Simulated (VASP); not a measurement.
# Sc (P6_3/mmc) in VASP: notebook, part 2 of 2

VASP 6.6.1.

### Step 3. Single point, PBEsol (strain +0.000 along x and y, +0.030 along z)

INCAR

```
  ALGO = Fast
  EDIFF = 1E-7
  ENCUT = 520
  GGA = PS
  ISIF = 2
  ISMEAR = 0
  LASPH = T
  LCHARG = F
  LREAL = F
  LWAVE = F
  NBANDS = 18
  NELM = 60
  PREC = Accurate
  SIGMA = 0.15
```

KPOINTS

```
k-points
0
Gamma
  18 18 10
```

POSCAR

```
Sc
1.0
    3.3087978973      0.0000000000      0.0000000000
   -1.6543989486      2.8655030350      0.0000000000
    0.0000000000      0.0000000000      5.4260400000
Sc
2
Direct
    0.3333333333      0.6666666667      0.2500000000
    0.6666666667      0.3333333333      0.7500000000
```

Potentials or basis: VASP PAW PBE potentials, release 64 (Sc_sv).

Command:

```
cat potpaw_PBE.64/Sc_sv/POTCAR > POTCAR
mpirun -np 1 vasp_std > vasp.out
```

OUTCAR:

```text
EDIFF = 1E-7
   ENCUT = 520
   GGA = PS
   ISIF = 2
   ISMEAR = 0
   LASPH = T
   LREAL = F
   NELM = 60
   PREC = Accurate

 ion  position               nearest neighbor table
   1  0.333  0.667  0.250-   2 3.32   2 3.32   2 3.32   2 3.32   2 3.32   2 3.32
   2  0.667  0.333  0.750-   1 3.32   1 3.32   1 3.32   1 3.32   1 3.32   1 3.32

  LATTYP: Found a hexagonal cell.
 ALAT       =     3.3087978973
 C/A-ratio  =     1.6398825702

  Lattice vectors:

 A1 = (   3.3087978973,   0.0000000000,   0.0000000000)
 A2 = (  -1.6543989486,   2.8655030350,   0.0000000000)
 A3 = (   0.0000000000,   0.0000000000,   5.4260400000)

Analysis of symmetry for initial positions (statically):
=====================================================================
 Subroutine PRICEL returns:
 Original cell was already a primitive cell.

 Routine SETGRP: Setting up the symmetry group for a
 hexagonal supercell.

 Subroutine GETGRP returns: Found 24 space group operations
 (whereof 12 operations were pure point group operations)
 out of a pool of 24 trial point group operations.

The static configuration has the point symmetry D_3d.
 The point group associated with its full space group is D_6h.

Analysis of symmetry for dynamics (positions and initial velocities):
=====================================================================
 Subroutine PRICEL returns:
 Original cell was already a primitive cell.

 Routine SETGRP: Setting up the symmetry group for a
 hexagonal supercell.

 Subroutine GETGRP returns: Found 24 space group operations
 (whereof 12 operations were pure point group operations)
 out of a pool of 24 trial point group operations.

The dynamic configuration has the point symmetry D_3d.
 The point group associated with its full space group is D_6h.

 Subroutine INISYM returns: Found 24 space group operations
 (whereof 12 operations are pure point group operations),
 and found     1 'primitive' translations

----------------------------------------------------------------------------------------

                                     Primitive cell

  volume of cell :      51.4463

  direct lattice vectors                    reciprocal lattice vectors
     3.308797897  0.000000000  0.000000000     0.302224563  0.174489433  0.000000000
    -1.654398949  2.865503035  0.000000000     0.000000000  0.348978866  0.000000000
     0.000000000  0.000000000  5.426040000     0.000000000  0.000000000  0.184296467

  length of vectors
     3.308797897  3.308797897  5.426040000     0.348978866  0.348978866  0.184296467

  position of ions in fractional coordinates (direct lattice)
     0.333333333  0.666666667  0.250000000
     0.666666667  0.333333333  0.750000000

  ion indices of the primitive-cell ions
   primitive index   ion index
                 1           1
                 2           2

----------------------------------------------------------------------------------------

 KPOINTS: k-points

Automatic generation of k-mesh.
 Grid dimensions read from file:
 generate k-points for:   18   18   10

 Generating k-lattice:

  Cartesian coordinates                     Fractional coordinates (reciprocal lattice)
     0.016790254  0.009693857  0.000000000     0.055555556  0.000000000  0.000000000
     0.000000000  0.019387715  0.000000000     0.000000000  0.055555556  0.000000000
     0.000000000  0.000000000  0.018429647     0.000000000  0.000000000  0.100000000

  Length of vectors
     0.019387715  0.019387715  0.018429647

  Shift w.r.t. Gamma in fractional coordinates (k-lattice)
     0.000000000  0.000000000  0.000000000

 Subroutine IBZKPT returns following result:
 ===========================================

 Found    222 irreducible k-points:

 Following reciprocal coordinates:
            Coordinates               Weight
  0.000000  0.000000  0.000000      1.000000
  0.055556 -0.000000  0.000000      6.000000
  0.111111 -0.000000  0.000000      6.000000
  0.166667  0.000000  0.000000      6.000000
  0.222222 -0.000000  0.000000      6.000000
  0.277778 -0.000000  0.000000      6.000000
[... 16 lines left out ...]
  0.333333  0.111111  0.000000     12.000000
  0.388889  0.111111  0.000000     12.000000
 [... further k-points ...]
   k-points           NKPTS =    222   k-points in BZ     NKDIM =    222   number of bands    NBANDS=     18
   number of dos      NEDOS =    301   number of ions     NIONS =      2
   total plane-waves  NPLWV =  31360
   dimension x,y,z NGX =    28 NGY =   28 NGZ =   40
   dimension x,y,z NGXF=    56 NGYF=   56 NGZF=   80
   ions per type =               2
   NGX,Y,Z   is equivalent  to a cutoff of  14.07, 14.07, 12.26 a.u.
   NGXF,Y,Z  is equivalent  to a cutoff of  28.14, 28.14, 24.51 a.u.
 SYSTEM =  unknown system
   PREC   = accura    normal or accurate (medium, high low for compatibility)
   ISTART =      0    job   : 0-new  1-cont  2-samecut
   ICHARG =      2    charge: 1-file 2-atom 10-const
   ISPIN  =      1    spin polarized calculation?
   LNONCOLLINEAR =      F non collinear calculations
   LSORBIT =      F    spin-orbit coupling
   LASPH  =      T    aspherical Exc in radial PAW
   ENCUT  =  520.0 eV  38.22 Ry    6.18 a.u.   6.15  6.15 10.09*2*pi/ulx,y,z
   NELM   =     60;   NELMIN=  2; NELMDL= -5     # of ELM steps
   EDIFF  = 0.1E-06   stopping-criterion for ELM
   LREAL  =      F    real-space projection
   EDIFFG = 0.1E-05   stopping-criterion for IOM
   NSW    =      0    number of steps for IOM
   IBRION =     -1    ionic relax: 0-MD 1-quasi-New 2-CG
   NFREE  =      0    steps in history (QN), initial steepest desc. (CG)
   ISIF   =      2    stress and relaxation
   ISYM   =      2    0-nonsym 1-usesym 2-fastsym
   POTIM  = 0.5000    time-step for ionic-motion
   TEBEG  =    0.0;   TEEND  =   0.0 temperature during run
   PSTRESS=    0.0 pullay stress
   NELECT =      22.0000    total number of electrons
   NUPDOWN=      -1.0000    fix difference up-down
   EMIN   =  10.00;   EMAX   =-10.00  energy-range for DOS
   EFERMI =   0.00;   METHOD = LEGACY
   ISMEAR =     0;   SIGMA  =   0.15  broadening in eV -4-tet -1-fermi 0-gaus
   EFERMI_NEDOS =   21; number of points for ismear=-14 and -15
   IALGO  =     68    algorithm
   IMIX   =      4    mixing-type and parameters
     AMIX     =   0.40;   BMIX     =  1.00
     AMIX_MAG =   1.60;   BMIX_MAG =  1.00
  volume/ion in A,a.u.               =      25.72       173.59
  Fermi-wavevector in a.u.,A,eV,Ry     =   1.233382  2.330754 20.697614  1.521232
  Thomas-Fermi vector in A             =   2.368115
   LORBIT       =      0    0 simple, 1 ext, 2 COOP (PROOUT), +10 PAW based schemes
   GGA     = PS    functional components
   LHFCALC =     F    Hartree Fock is set to
   AEXX    =    0.0000 exact exchange contribution
   IVDW    =     0    specifies the selected vdW correction
   LEPSILON=     F    determine dielectric tensor
   LRPA    =     F    only Hartree local field effects (RPA)
 non-spin polarized calculation
 RMM-DIIS sequential band-by-band and
 Gauss-broadening in eV      SIGMA  =   0.15
  energy-cutoff  :      520.00
  volume of cell :       51.45
 maximum number of plane-waves:      1404
 NGX is ok and might be reduce to    28
   NGX = 13   NGY = 13   NGZ = 21

 number of electron      21.9999999 magnetization

 Free energy of the ion-electron system (eV)
  ---------------------------------------------------
  ext. energy  EPLUGINS =         0.00000000
  ---------------------------------------------------
  free energy    TOTEN  =       -13.16024225 eV

  energy without entropy =      -13.10760497  energy(sigma->0) =      -13.13392361

 E-fermi :   3.3388     XC(G=0):  -9.8180

 val. band max:        3.3372910244   @ k =   0.2778   0.2222   0.4000
 cond. band min:       3.3391809002   @ k =   0.4444   0.0556   0.4000
 fundamental gap:      0.0018898758
 Fermi energy:         3.3387535093

 k-point     1 :       0.0000    0.0000    0.0000
  band No.  band energies     occupation
      1     -45.9896      2.00000
      2     -45.9404      2.00000
      3     -24.8513      2.00000
      4     -24.5564      2.00000
      5     -24.5564      2.00000
      6     -24.5117      2.00000
[... 10 lines left out ...]
     17       5.7305      0.00000
     18       5.7307      0.00000
[... 463 lines left out ...]
 k-point    24 :       0.3889    0.1111    0.0000
  band No.  band energies     occupation
      1     -45.9393      2.00000
      2     -45.9232      2.00000
      3     -24.8088      2.00000
      4     -24.7573      2.00000
      5     -24.6987      2.00000
      6     -24.6489      2.00000
[... 10 lines left out ...]
     17       6.9774      0.00000
     18       7.0104      0.00000

 [... further k-points ...]

------------------------ aborting loop because EDIFF is reached ----------------------------------------

  FORCE on cell =-STRESS in cart. coord.  units (eV):
  Direction    XX          YY          ZZ          XY          YZ          ZX
  --------------------------------------------------------------------------------------
  -------------------------------------------------------------------------------------
  Total       -0.9343585     -0.9343585     -1.9841839     -0.0000000     -0.0000000      0.0000000
  in kB      -29.0984617    -29.0984617    -61.7928750     -0.0000000     -0.0000000      0.0000000
  external PRESSURE =     -39.9965995 kB  Pullay stress =       0.0000000 kB

 VOLUME and BASIS-vectors are now :
 -----------------------------------------------------------------------------
  energy-cutoff  :      520.00
  volume of cell :       51.45
      direct lattice vectors                 reciprocal lattice vectors
     3.308797897  0.000000000  0.000000000     0.302224563  0.174489433  0.000000000
    -1.654398949  2.865503035  0.000000000     0.000000000  0.348978866  0.000000000
     0.000000000  0.000000000  5.426040000     0.000000000  0.000000000  0.184296467

 POSITION                                       TOTAL-FORCE (eV/Angst)
 -----------------------------------------------------------------------------------
     -0.00000      1.91034      1.35651        -0.000000      0.000000      0.000000
      1.65440      0.95517      4.06953         0.000000     -0.000000      0.000000
 -----------------------------------------------------------------------------------
    total drift:                               -0.000000      0.000000     -0.000000

  FREE ENERGIE OF THE ION-ELECTRON SYSTEM (eV)
  ---------------------------------------------------
  free  energy   TOTEN  =       -13.1602422461 eV

  energy  without entropy=      -13.1076049733  energy(sigma->0) =      -13.13392361
```

OSZICAR:

```text
N       E                     dE             d eps       ncg     rms          rms(c)
DAV:   1     0.362093543486E+03    0.36209E+03   -0.10925E+04  8024   0.128E+03
DAV:   2     0.607368641028E+01   -0.35602E+03   -0.34883E+03  9920   0.536E+02
DAV:   3    -0.143957029171E+02   -0.20469E+02   -0.19657E+02 13132   0.155E+02
[... 11 lines left out ...]
RMM:  15    -0.131602409530E+02   -0.11720E-05   -0.40246E-05 11896   0.372E-02    0.145E-03
RMM:  16    -0.131602419793E+02   -0.10262E-05   -0.11135E-05 11431   0.154E-02    0.729E-04
RMM:  17    -0.131602420602E+02   -0.80962E-07   -0.33434E-06 10147   0.106E-02    0.422E-04
RMM:  18    -0.131602422103E+02   -0.15009E-06   -0.10841E-06  9593   0.584E-03    0.135E-04
RMM:  19    -0.131602422461E+02   -0.35814E-07   -0.35526E-07  8940   0.371E-03
   1 F= -.13160242E+02 E0= -.13133924E+02  d E =-.526373E-01
```

It took 2.1 min on 1 thread of Intel Xeon 6975P-C (Granite Rapids), shared host; peak memory 0.3 GiB.

Results:

```
Free energy            : -13.1602 eV
Pressure               : -4.0 GPa
Band gap on the k mesh : zero (band 11 reaches 4.10 eV, above the bottom of band 12 at 2.93 eV)
```

Levels at points of the mesh, in eV from the Fermi level:
| k point | band 9 | band 10 | band 11 | band 12 | band 13 | band 14 |
| --- | --- | --- | --- | --- | --- | --- |
| (0.00, 0.00, 0.00) | -5.06 | -1.70 | 0.19 | 1.51 | 1.57 | 1.57 |
| (0.50, 0.00, 0.00) | -1.54 | -1.00 | -0.68 | -0.23 | 1.08 | 1.47 |
| (0.00, 0.00, 0.50) | -3.67 | -3.67 | 0.76 | 0.76 | 1.54 | 1.54 |
| (0.50, 0.00, 0.50) | -1.43 | -1.43 | 0.01 | 0.01 | 1.18 | 1.18 |

Caveat: the cell differs from its parent crystal (strain +0.000 along x and y, +0.030 along z); the PAW data sets were made with another functional, which shifts forces and pressure a little.

### Step 4. Single point, PBEsol (strain +0.030 along x and y, -0.030 along z)

INCAR

```
  ALGO = Fast
  EDIFF = 1E-6
  ENCUT = 520
  GGA = PS
  ISIF = 2
  ISMEAR = 0
  LASPH = T
  LCHARG = T
  LELF = T
  LREAL = F
  LVHAR = T
  LWAVE = F
  NBANDS = 18
  NELM = 80
  PREC = Accurate
  SIGMA = 0.15
```

KPOINTS is that of step 3.

POSCAR

```
Sc
1.0
    3.4080618342      0.0000000000      0.0000000000
   -1.7040309171      2.9514681261      0.0000000000
    0.0000000000      0.0000000000      5.1099600000
Sc
2
Direct
    0.3333333333      0.6666666667      0.2500000000
    0.6666666667      0.3333333333      0.7500000000
```

Command:

```
cat potpaw_PBE.64/Sc_sv/POTCAR > POTCAR
mpirun -np 1 vasp_std > vasp.out
```

Wall time 1.9 min (1 thread of Intel Xeon 6975P-C (Granite Rapids), shared host); peak memory 0.3 GiB.

It converged, with:

- Free energy: -13.1692 eV
- Pressure: -4.2 GPa
- Band gap on the k mesh: zero (band 11 reaches 4.41 eV, above the bottom of band 12 at 2.83 eV)

Stress tensor (GPa, compression positive):
```
-5.03  0.00  0.00
 0.00 -5.03  0.00
 0.00  0.00 -2.42
```

Levels at points of the mesh, in eV from the Fermi level:
```
           k point  band 9  band 10  band 11  band 12  band 13  band 14
(0.00, 0.00, 0.00)   -5.04    -1.51     0.82     1.50     1.50     1.98
(0.50, 0.00, 0.00)   -1.66    -1.03    -0.56    -0.43     1.17     1.35
(0.00, 0.00, 0.50)   -3.46    -3.46     1.09     1.09     1.37     1.37
(0.50, 0.00, 0.50)   -1.41    -1.41     0.09     0.09     1.24     1.24
```

Caveat: the cell differs from its parent crystal (strain +0.030 along x and y, -0.030 along z); the PAW data sets were made with another functional, which shifts forces and pressure a little.

### Step 5. Single point, PBEsol (strain +0.015 along x and y, +0.000 along z)

INCAR

```
SYSTEM = Sc
PREC = Accurate ; ENCUT = 520
EDIFF = 1E-7 ; ISMEAR = 0
SIGMA = 0.15 ; LREAL = .False.
LASPH = .True. ; NELM = 100
ALGO = Fast ; ISIF = 2
LWAVE = .False. ; LCHARG = .False.
GGA = PS ; NBANDS = 18
```

KPOINTS

```
Automatic mesh
0
Gamma
  18 18 10
  0 0 0
```

POSCAR

```
Sc
1.0
    3.3584298657      0.0000000000      0.0000000000
   -1.6792149328      2.9084855806      0.0000000000
    0.0000000000      0.0000000000      5.2680000000
Sc
2
Direct
    0.3333333333      0.6666666667      0.2500000000
    0.6666666667      0.3333333333      0.7500000000
```

Command:

```
cat potpaw_PBE.64/Sc_sv/POTCAR > POTCAR
mpirun -np 1 vasp_std > vasp.out
```

Run time: 2.2 min. Hardware: 1 thread of Intel Xeon 6975P-C (Granite Rapids), shared host; peak memory 0.3 GiB.

The run converged. Its results:

| Property | Result |
| --- | --- |
| Free energy | -13.1780 eV |
| Pressure | -4.1 GPa |
| Band gap on the k mesh | zero (band 11 reaches 4.25 eV, above the bottom of band 12 at 2.88 eV) |

Stress tensor (GPa, compression positive):
```
-3.99  0.00  0.00
 0.00 -3.99  0.00
 0.00  0.00 -4.45
```

Levels at points of the mesh, in eV from the Fermi level:
```
           k point  band 9  band 10  band 11  band 12  band 13  band 14
(0.00, 0.00, 0.00)   -5.05    -1.60     0.49     1.54     1.54     1.74
(0.50, 0.00, 0.00)   -1.60    -1.01    -0.63    -0.34     1.21     1.31
(0.00, 0.00, 0.50)   -3.57    -3.57     0.92     0.92     1.46     1.46
(0.50, 0.00, 0.50)   -1.42    -1.42     0.05     0.05     1.19     1.19
```

Caveat: the cell differs from its parent crystal (strain +0.015 along x and y, +0.000 along z); the PAW data sets were made with another functional, which shifts forces and pressure a little.

### Step 6. The runs side by side

| cell | further INCAR settings | gap on the mesh (eV) | pressure (GPa) |
| --- | --- | --- | --- |
| a = 3.358, b = 3.358, c = 5.189 Å, angles 90.0, 90.0, 120.0°, 2 atoms | ALGO = Fast; EDIFF = 1e-07; NBANDS = 18 | none | -3.5 |
| a = 3.309, b = 3.309, c = 5.426 Å, angles 90.0, 90.0, 120.0°, 2 atoms | ALGO = Fast; EDIFF = 1e-07; NBANDS = 18 | none | -4.0 |
| a = 3.408, b = 3.408, c = 5.110 Å, angles 90.0, 90.0, 120.0°, 2 atoms | ALGO = Fast; EDIFF = 1e-06; NBANDS = 18 | none | -4.2 |
| a = 3.358, b = 3.358, c = 5.268 Å, angles 90.0, 90.0, 120.0°, 2 atoms | ALGO = Fast; EDIFF = 1e-07; NBANDS = 18 | none | -4.1 |

Alike in all rows: task single point; level PBEsol; potentials or basis VASP PAW PBE potentials, release 64 (Sc_sv); no spin polarisation; k mesh 18 × 18 × 10; cutoff (eV) 520; smearing gaussian 0.15 eV.

Caveats: the PAW data sets were made with another functional, which shifts forces and pressure a little.

Absolute energies hang on the potentials; compare differences alone.
